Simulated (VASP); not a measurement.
HfO2: relaxation of cell and atoms with PBE+D4

HfO2:

```
Hf O
1.0
     3.55802    0.00000    0.00000
     0.00000    3.55802    0.00000
     0.00000    0.00000    5.17186
Hf O
2 4
Direct
  0.50000 0.50000 0.50000
  0.00000 0.00000 0.00000
  0.00000 0.50000 0.69721
  0.50000 0.00000 0.80279
  0.50000 0.00000 0.30279
  0.00000 0.50000 0.19721
```

```json
{
 "Program": "VASP 6.6.1",
 "Task": "relaxation of cell and atoms",
 "Functional": "PBE",
 "Dispersion": "D4",
 "Potentials or basis": "VASP PAW PBE potentials, release 64 (Hf_pv, O)",
 "Cutoff": "600 eV",
 "k mesh": "3 × 3 × 2",
 "Occupations": "gaussian, width 0.01 eV",
 "Spin": "no spin polarisation",
 "Dipole correction": "no",
 "Further INCAR settings": "ALGO = Normal; EDIFF = 1e-07; IBRION = 2; EDIFFG = -0.001; NSW = 100; ISIF = 3"
}
```

The relaxed volume is 11.05 Å³/atom, the relaxed cell is a = 3.572 Å, b = 3.572 Å, c = 5.195 Å, α = 90.00°, β = 90.00°, γ = 90.00° and the space group after relaxing (to 0.05 Å) is P4_2/nmc (No. 137). The energy gained by relaxing is 1.3 meV/atom and the ionic steps are 21. The pressure after relaxing is 0.0 GPa. The band gap on the k mesh is 4.70 eV, indirect (least direct gap 4.77 eV) and the dispersion energy per atom is -0.193 eV.

Step by step:
```tsv
step	energy change (eV)	largest force (eV/Å)	pressure (GPa)	volume (Å³)
1	0.0000	0.0717	3.12	65.47
2	0.0112	0.1130	-4.60	67.51
3	-0.0077	0.0026	-0.04	66.25
4	-0.0077	0.0011	0.06	66.24
5	-0.0077	0.0031	0.06	66.24
6	-0.0077	0.0032	0.06	66.24
7	-0.0077	0.0053	-0.06	66.28
8	-0.0077	0.0042	-0.01	66.26
9	-0.0077	0.0043	0.00	66.26
10	-0.0077	0.0048	-0.03	66.27
11	-0.0077	0.0046	-0.02	66.27
12	-0.0077	0.0044	-0.02	66.26
13	-0.0077	0.0044	-0.02	66.26
14	-0.0077	0.0035	0.00	66.27
15	-0.0077	0.0001	-0.01	66.27
16	-0.0077	0.0009	0.01	66.27
17	-0.0077	0.0007	0.01	66.27
18	-0.0077	0.0009	0.02	66.27
19	-0.0077	0.0001	-0.01	66.28
20	-0.0077	0.0003	-0.01	66.28
21	-0.0077	0.0005	0.00	66.28
```

Final structure:
```
Hf O
1.0
     3.57197    0.00000    0.00000
     0.00000    3.57197    0.00000
     0.00000    0.00000    5.19458
Hf O
2 4
Cartesian
  1.7860 1.7860 2.5973
  0.0000 0.0000 0.0000
  0.0000 1.7860 3.6217
  1.7860 0.0000 4.1702
  1.7860 0.0000 1.5729
  0.0000 1.7860 1.0244
```

Levels at points of the mesh, in eV from the valence-band top:
```csv
k point,band 18,band 19,band 20,band 21,band 22,band 23,band 24,band 25,band 26
"(0.00, 0.00, 0.00)",-1.30,-0.70,-0.14,-0.08,-0.08,4.70,4.70,5.92,6.12
"(0.00, 0.00, 0.50)",-2.72,-0.64,-0.64,0.00,0.00,5.34,5.34,5.64,5.64
```

Run time: 5.2 min on 1 thread of AMD EPYC 7R13, on a shared host, peak memory 0.16 GiB.

Caveat: the k points lie up to 0.60 Å⁻¹ apart in the final cell; spin-orbit coupling is left out, which moves the levels of the heavy elements. As with any semilocal functional, this PBE gap is likely too small.
